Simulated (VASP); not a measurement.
ZrS2:

```
Zr S
1.0
     3.69138    0.00000    0.00000
    -1.84569    3.19683    0.00000
     0.00000    0.00000    6.04108
Zr S
1 2
Direct
  0.00000 0.00000 0.00000
  0.66667 0.33333 0.76209
  0.33333 0.66667 0.23791
```

Base run:

| Property | Result |
| --- | --- |
| Program | VASP 6.6.1 |
| Functional | PBEsol |
| Potentials or basis | VASP PAW PBE potentials, release 64 (Zr_sv, S) |
| Cutoff | 500 eV |
| k mesh | 5 × 5 × 3 |
| Occupations | gaussian, width 0.01 eV |
| Spin | no spin polarisation |

Its results: band gap on the k mesh 1.09 eV (least direct gap 1.57 eV); pressure -2.3 GPa; largest force 0.150 eV/Å.

Question: The run is repeated on the same cell with these changes: k mesh from 5 × 5 × 3 to 7 × 7 × 4. What comes out?

Answer: Band gap on the k mesh 1.02 eV (least direct gap 1.59 eV); pressure -2.5 GPa; largest force 0.137 eV/Å.

Caveats: the PAW data sets were made with another functional, which shifts forces and pressure a little; an odd mesh through Γ misses points on the zone boundary, where band edges can lie; this functional lacks dispersion, which binds the layers, so the pressure and a relaxed spacing across them are unreliable.
